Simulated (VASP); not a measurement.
# NaY (Pm-3m) in VASP: a series of runs

NaY is run at these levels: PBE; tasks: single point, relaxation of cell and atoms.

Everything below comes from runs of VASP 6.6.1. Logs are shortened: lines on timing, memory, paths and dates and some standing lists are left out, and cuts for length are marked.

## (1) The cell of the first run

Symmetry: Pm-3m, No. 221, cubic system. Conventional cell: a = 4.012 Å, b = 4.012 Å, c = 4.012 Å, α = 90.00°, β = 90.00°, γ = 90.00°. Within 4.6 Å of Na (site symmetry m-3m) lie 8 Y at 3.47 Å and 6 Na at 4.01 Å. Y (site symmetry m-3m) has 8 Na at 3.47 Å and 6 Y at 4.01 Å within 4.6 Å.

## (2) Single point, PBE

Input file INCAR:

```
PREC     = Accurate       # precision mode
ENCUT    = 520            # plane-wave cutoff, eV
EDIFF    = 1E-7           # SCF threshold, eV
ISMEAR   = 0              # smearing method
SIGMA    = 0.1            # smearing width, eV
LREAL    = F              # projectors in reciprocal space
LASPH    = T              # aspherical terms in the spheres
NELM     = 100            # most SCF steps
ALGO     = Normal         # electronic algorithm
ISIF     = 2              # what is computed and relaxed
LWAVE    = F              # write WAVECAR
LCHARG   = F              # write CHGCAR
GGA      = PE             # functional
NBANDS   = 16             # bands
```

Input file KPOINTS:

```
regular mesh
0
Gamma
  14 14 14
```

Input file POSCAR:

```
NaY
1.0
    4.0118792385      0.0000000000      0.0000000000
    0.0000000000      4.0118792385      0.0000000000
    0.0000000000      0.0000000000      4.0118792385
Na Y
1 1
Direct
    0.0000000000      0.0000000000      0.0000000000
    0.5000000000      0.5000000000      0.5000000000
```

Potentials or basis: VASP PAW PBE potentials, release 64 (Na_pv, Y_sv).

Launch:

```bash
$ cat potpaw_PBE.64/Na_pv/POTCAR potpaw_PBE.64/Y_sv/POTCAR > POTCAR
$ mpirun -np 1 vasp_std > vasp.out
```

OUTCAR:

```text
PREC = Accurate
   ENCUT = 520
   EDIFF = 1E-7
   ISMEAR = 0
   LREAL = F
   LASPH = T
   NELM = 100
   ISIF = 2
   GGA = PE

 ion  position               nearest neighbor table
   1  0.000  0.000  0.000-   2 3.47   2 3.47   2 3.47   2 3.47   2 3.47   2 3.47   2 3.47   2 3.47

   2  0.500  0.500  0.500-   1 3.47   1 3.47   1 3.47   1 3.47   1 3.47   1 3.47   1 3.47   1 3.47

  LATTYP: Found a simple cubic cell.
 ALAT       =     4.0118792385

  Lattice vectors:

 A1 = (   4.0118792385,   0.0000000000,   0.0000000000)
 A2 = (   0.0000000000,   4.0118792385,   0.0000000000)
 A3 = (   0.0000000000,   0.0000000000,   4.0118792385)

Analysis of symmetry for initial positions (statically):
=====================================================================
 Subroutine PRICEL returns:
 Original cell was already a primitive cell.

 Routine SETGRP: Setting up the symmetry group for a
 simple cubic supercell.

 Subroutine GETGRP returns: Found 48 space group operations
 (whereof 48 operations were pure point group operations)
 out of a pool of 48 trial point group operations.

The static configuration has the point symmetry O_h .

Analysis of symmetry for dynamics (positions and initial velocities):
=====================================================================
 Subroutine PRICEL returns:
 Original cell was already a primitive cell.

 Routine SETGRP: Setting up the symmetry group for a
 simple cubic supercell.

 Subroutine GETGRP returns: Found 48 space group operations
 (whereof 48 operations were pure point group operations)
 out of a pool of 48 trial point group operations.

The dynamic configuration has the point symmetry O_h .

 Subroutine INISYM returns: Found 48 space group operations
 (whereof 48 operations are pure point group operations),
 and found     1 'primitive' translations

----------------------------------------------------------------------------------------

                                     Primitive cell

  volume of cell :      64.5719

  direct lattice vectors                    reciprocal lattice vectors
     4.011879238  0.000000000  0.000000000     0.249259746  0.000000000  0.000000000
     0.000000000  4.011879238  0.000000000     0.000000000  0.249259746  0.000000000
     0.000000000  0.000000000  4.011879238     0.000000000  0.000000000  0.249259746

  length of vectors
     4.011879238  4.011879238  4.011879238     0.249259746  0.249259746  0.249259746

  position of ions in fractional coordinates (direct lattice)
     0.000000000  0.000000000  0.000000000
     0.500000000  0.500000000  0.500000000

  ion indices of the primitive-cell ions
   primitive index   ion index
                 1           1
                 2           2

----------------------------------------------------------------------------------------

 KPOINTS: regular mesh

Automatic generation of k-mesh.
 Grid dimensions read from file:
 generate k-points for:   14   14   14

 Generating k-lattice:

  Cartesian coordinates                     Fractional coordinates (reciprocal lattice)
     0.017804268  0.000000000  0.000000000     0.071428571  0.000000000  0.000000000
     0.000000000  0.017804268  0.000000000     0.000000000  0.071428571  0.000000000
     0.000000000  0.000000000  0.017804268     0.000000000  0.000000000  0.071428571

  Length of vectors
     0.017804268  0.017804268  0.017804268

  Shift w.r.t. Gamma in fractional coordinates (k-lattice)
     0.000000000  0.000000000  0.000000000

 Subroutine IBZKPT returns following result:
 ===========================================

 Found    120 irreducible k-points:

 Following reciprocal coordinates:
            Coordinates               Weight
  0.000000  0.000000  0.000000      1.000000
  0.071429  0.000000  0.000000      6.000000
  0.142857  0.000000  0.000000      6.000000
  0.214286  0.000000  0.000000      6.000000
  0.285714  0.000000  0.000000      6.000000
  0.357143  0.000000  0.000000      6.000000
[... 16 lines left out ...]
  0.285714  0.214286  0.000000     24.000000
  0.357143  0.214286  0.000000     24.000000
 [... further k-points ...]
   k-points           NKPTS =    120   k-points in BZ     NKDIM =    120   number of bands    NBANDS=     16
   number of dos      NEDOS =    301   number of ions     NIONS =      2
   total plane-waves  NPLWV =  27000
   dimension x,y,z NGX =    30 NGY =   30 NGZ =   30
   dimension x,y,z NGXF=    60 NGYF=   60 NGZF=   60
   ions per type =               1   1
   NGX,Y,Z   is equivalent  to a cutoff of  12.43, 12.43, 12.43 a.u.
   NGXF,Y,Z  is equivalent  to a cutoff of  24.86, 24.86, 24.86 a.u.
 SYSTEM =  unknown system
   PREC   = accura    normal or accurate (medium, high low for compatibility)
   ISTART =      0    job   : 0-new  1-cont  2-samecut
   ICHARG =      2    charge: 1-file 2-atom 10-const
   ISPIN  =      1    spin polarized calculation?
   LNONCOLLINEAR =      F non collinear calculations
   LSORBIT =      F    spin-orbit coupling
   LASPH  =      T    aspherical Exc in radial PAW
   ENCUT  =  520.0 eV  38.22 Ry    6.18 a.u.   7.46  7.46  7.46*2*pi/ulx,y,z
   NELM   =    100;   NELMIN=  2; NELMDL= -5     # of ELM steps
   EDIFF  = 0.1E-06   stopping-criterion for ELM
   LREAL  =      F    real-space projection
   EDIFFG = 0.1E-05   stopping-criterion for IOM
   NSW    =      0    number of steps for IOM
   IBRION =     -1    ionic relax: 0-MD 1-quasi-New 2-CG
   NFREE  =      0    steps in history (QN), initial steepest desc. (CG)
   ISIF   =      2    stress and relaxation
   ISYM   =      2    0-nonsym 1-usesym 2-fastsym
   POTIM  = 0.5000    time-step for ionic-motion
   TEBEG  =    0.0;   TEEND  =   0.0 temperature during run
   PSTRESS=    0.0 pullay stress
   NELECT =      18.0000    total number of electrons
   NUPDOWN=      -1.0000    fix difference up-down
   EMIN   =  10.00;   EMAX   =-10.00  energy-range for DOS
   EFERMI =   0.00;   METHOD = LEGACY
   ISMEAR =     0;   SIGMA  =   0.10  broadening in eV -4-tet -1-fermi 0-gaus
   EFERMI_NEDOS =   21; number of points for ismear=-14 and -15
   IALGO  =     38    algorithm
   IMIX   =      4    mixing-type and parameters
     AMIX     =   0.40;   BMIX     =  1.00
     AMIX_MAG =   1.60;   BMIX_MAG =  1.00
  volume/ion in A,a.u.               =      32.29       217.88
  Fermi-wavevector in a.u.,A,eV,Ry     =   1.069427  2.020924 15.560631  1.143674
  Thomas-Fermi vector in A             =   2.205106
   LORBIT       =      0    0 simple, 1 ext, 2 COOP (PROOUT), +10 PAW based schemes
   GGA     = PE    functional components
   LHFCALC =     F    Hartree Fock is set to
   AEXX    =    0.0000 exact exchange contribution
   IVDW    =     0    specifies the selected vdW correction
   LEPSILON=     F    determine dielectric tensor
   LRPA    =     F    only Hartree local field effects (RPA)
 non-spin polarized calculation
 Gauss-broadening in eV      SIGMA  =   0.10
  energy-cutoff  :      520.00
  volume of cell :       64.57
 maximum number of plane-waves:      1763
 NGX is ok and might be reduce to    30
   NGX = 15   NGY = 15   NGZ = 15

 number of electron      17.9999978 magnetization

 Free energy of the ion-electron system (eV)
  ---------------------------------------------------
  ext. energy  EPLUGINS =         0.00000000
  ---------------------------------------------------
  free energy    TOTEN  =        -6.89906754 eV

  energy without entropy =       -6.88341055  energy(sigma->0) =       -6.89123904

 E-fermi :   1.8771     XC(G=0):  -8.3250

 val. band max:        1.8769583604   @ k =   0.2143   0.0000   0.0000
 cond. band min:       1.8777596125   @ k =   0.4286   0.4286   0.2857
 fundamental gap:      0.0008012521
 Fermi energy:         1.8770863578

 k-point     1 :       0.0000    0.0000    0.0000
  band No.  band energies     occupation
      1     -41.7312      2.00000
      2     -21.8027      2.00000
      3     -21.8027      2.00000
      4     -21.8027      2.00000
      5     -21.5987      2.00000
      6     -21.5987      2.00000
[... 8 lines left out ...]
     15       7.3181      0.00000
     16       7.3181      0.00000

 k-point     2 :       0.0714    0.0000    0.0000
  band No.  band energies     occupation
      1     -41.7310      2.00000
      2     -21.8027      2.00000
      3     -21.8016      2.00000
      4     -21.8016      2.00000
      5     -21.6040      2.00000
      6     -21.5994      2.00000
[... 8 lines left out ...]
     15       7.4467      0.00000
     16       7.4467      0.00000

 k-point     3 :       0.1429    0.0000    0.0000
  band No.  band energies     occupation
      1     -41.7303      2.00000
      2     -21.8025      2.00000
      3     -21.7985      2.00000
      4     -21.7985      2.00000
      5     -21.6190      2.00000
      6     -21.6015      2.00000
[... 8 lines left out ...]
     15       7.7751      0.00000
     16       7.7751      0.00000

 k-point     4 :       0.2143    0.0000    0.0000
  band No.  band energies     occupation
      1     -41.7294      2.00000
      2     -21.8017      2.00000
      3     -21.7938      2.00000
      4     -21.7938      2.00000
      5     -21.6411      2.00000
      6     -21.6046      2.00000
[... 8 lines left out ...]
     15       8.2021      0.00000
     16       8.2021      0.00000
[... 324 lines left out ...]
 k-point    22 :       0.2143    0.2143    0.0000
  band No.  band energies     occupation
      1     -41.7276      2.00000
      2     -21.8184      2.00000
      3     -21.7878      2.00000
      4     -21.7833      2.00000
      5     -21.6569      2.00000
      6     -21.6193      2.00000
[... 8 lines left out ...]
     15       6.8882      0.00000
     16       9.1631      0.00000

 k-point    23 :       0.2857    0.2143    0.0000
  band No.  band energies     occupation
      1     -41.7266      2.00000
      2     -21.8220      2.00000
      3     -21.7859      2.00000
      4     -21.7842      2.00000
      5     -21.6670      2.00000
      6     -21.6237      2.00000
[... 8 lines left out ...]
     15       7.0826      0.00000
     16       9.3134      0.00000

 k-point    24 :       0.3571    0.2143    0.0000
  band No.  band energies     occupation
      1     -41.7257      2.00000
      2     -21.8228      2.00000
      3     -21.7933      2.00000
      4     -21.7810      2.00000
      5     -21.6745      2.00000
      6     -21.6267      2.00000
[... 8 lines left out ...]
     15       7.3599      0.00000
     16       9.0282      0.00000

 [... further k-points ...]
[... 5 lines left out ...]
  --------------------------------------------------------------------------------------
  -------------------------------------------------------------------------------------
  Total       -0.0018802     -0.0018802     -0.0018802      0.0000000      0.0000000      0.0000000
  in kB       -0.0466530     -0.0466530     -0.0466530      0.0000000      0.0000000      0.0000000
  external PRESSURE =      -0.0466530 kB  Pullay stress =       0.0000000 kB

 VOLUME and BASIS-vectors are now :
 -----------------------------------------------------------------------------
  energy-cutoff  :      520.00
  volume of cell :       64.57
      direct lattice vectors                 reciprocal lattice vectors
     4.011879238  0.000000000  0.000000000     0.249259746  0.000000000  0.000000000
     0.000000000  4.011879238  0.000000000     0.000000000  0.249259746  0.000000000
     0.000000000  0.000000000  4.011879238     0.000000000  0.000000000  0.249259746

 POSITION                                       TOTAL-FORCE (eV/Angst)
 -----------------------------------------------------------------------------------
      0.00000      0.00000      0.00000         0.000000      0.000000      0.000000
      2.00594      2.00594      2.00594         0.000000      0.000000      0.000000
 -----------------------------------------------------------------------------------
    total drift:                                0.000000      0.000000      0.000000

  FREE ENERGIE OF THE ION-ELECTRON SYSTEM (eV)
  ---------------------------------------------------
  free  energy   TOTEN  =        -6.8990675397 eV

  energy  without entropy=       -6.8834105487  energy(sigma->0) =       -6.89123904
```

It took 2.3 min on 1 thread of Intel Xeon Platinum 8375C at 2.90GHz (Ice Lake), shared host; peak memory 0.28 GiB.

What came out:

```yaml
Free_energy: -6.8991 eV
Pressure: 0.0 GPa
Band_gap_on_the_k_mesh: zero (band 9 reaches 2.17 eV, above the bottom of band 10 at 1.51 eV)
```

Levels at points of the mesh, in eV from the Fermi level:
```csv
k point,band 5,band 6,band 7,band 8,band 9,band 10,band 11,band 12,band 13,band 14
"(0.00, 0.00, 0.00)",-23.48,-23.48,-23.48,-4.22,-0.18,-0.18,2.79,2.79,2.79,5.44
"(0.50, 0.00, 0.00)",-23.59,-23.49,-23.49,-2.24,-1.23,0.33,1.57,1.57,2.95,3.77
"(0.50, 0.50, 0.00)",-23.52,-23.52,-23.48,-1.10,-0.48,0.76,0.76,1.79,1.79,3.66
"(0.50, 0.50, 0.50)",-23.57,-23.57,-23.57,-0.37,-0.37,-0.37,2.96,2.96,2.96,3.74
```

## (3) Relaxation of cell and atoms, PBE

This run uses another cell than the first one, of 31.82 Å³/atom, 0.985 times its volume.

Input file INCAR:

```
SYSTEM = NaY
  PREC = Accurate
  ENCUT = 600
  EDIFF = 1E-7
  ISMEAR = 0
  SIGMA = 0.1
  LREAL = .False.
  LASPH = .True.
  NELM = 100
  ALGO = Normal
  ISIF = 3
  LWAVE = .False.
  LCHARG = .False.
  GGA = PE
  IBRION = 2
  NSW = 100
  EDIFFG = -0.01
```

Input file KPOINTS:

```
regular mesh
0
Gamma
  14 14 14
  0 0 0
```

Input file POSCAR:

```
NaY
1.0
    3.9922952552      0.0000000000      0.0000000000
    0.0000000000      3.9922952552      0.0000000000
    0.0000000000      0.0000000000      3.9922952552
Na Y
1 1
Direct
    0.0000000000      0.0000000000      0.0000000000
    0.5000000000      0.5000000000      0.5000000000
```

Potentials or basis: VASP PAW PBE potentials, release 64 (Na_pv, Y_sv).

Launch:

```bash
$ cat potpaw_PBE.64/Na_pv/POTCAR potpaw_PBE.64/Y_sv/POTCAR > POTCAR
$ mpirun -np 1 vasp_std > vasp.out
```

It took 4.6 min on 1 thread of Intel Xeon Platinum 8375C at 2.90GHz (Ice Lake), shared host; peak memory 0.3 GiB.

Results (log left out):

```yaml
Free_energy: -6.8990 eV
Relaxed_volume: 32.29 Å³/atom
Relaxed_cell: a = 4.012 Å, b = 4.012 Å, c = 4.012 Å, α = 90.00°, β = 90.00°, γ = 90.00°
Space_group_after_relaxing_to_0.05_Å: Pm-3m (No. 221)
Energy_gained_by_relaxing: 0.5 meV/atom
Ionic_steps: 3
Pressure_after_relaxing: 0.0 GPa
Band_gap_on_the_k_mesh: zero (band 9 reaches 2.17 eV, above the bottom of band 10 at 1.51 eV)
```

The path:
| step | energy change (eV) | largest force (eV/Å) | pressure (GPa) | volume (Å³) |
| --- | --- | --- | --- | --- |
| 1 | 0.0000 | 0.0000 | 0.36 | 63.63 |
| 2 | -0.0009 | 0.0000 | 0.10 | 64.28 |
| 3 | -0.0010 | 0.0000 | -0.01 | 64.58 |

Final structure:
```xyz
2
Lattice="4.0121 0.0000 0.0000 0.0000 4.0121 0.0000 0.0000 0.0000 4.0121" Properties=species:S:1:pos:R:3 pbc="T T T"
Na    0.0000    0.0000    0.0000
Y     2.0060    2.0060    2.0060
```

Levels at points of the mesh, in eV from the Fermi level:
| k point | band 6 | band 7 | band 8 | band 9 | band 10 | band 11 | band 12 | band 13 |
| --- | --- | --- | --- | --- | --- | --- | --- | --- |
| (0.00, 0.00, 0.00) | -23.48 | -23.48 | -4.22 | -0.18 | -0.18 | 2.79 | 2.79 | 2.79 |
| (0.50, 0.00, 0.00) | -23.49 | -23.49 | -2.24 | -1.23 | 0.33 | 1.57 | 1.57 | 2.95 |
| (0.50, 0.50, 0.00) | -23.52 | -23.48 | -1.10 | -0.48 | 0.75 | 0.75 | 1.79 | 1.79 |
| (0.50, 0.50, 0.50) | -23.57 | -23.57 | -0.37 | -0.37 | -0.37 | 2.96 | 2.96 | 2.96 |
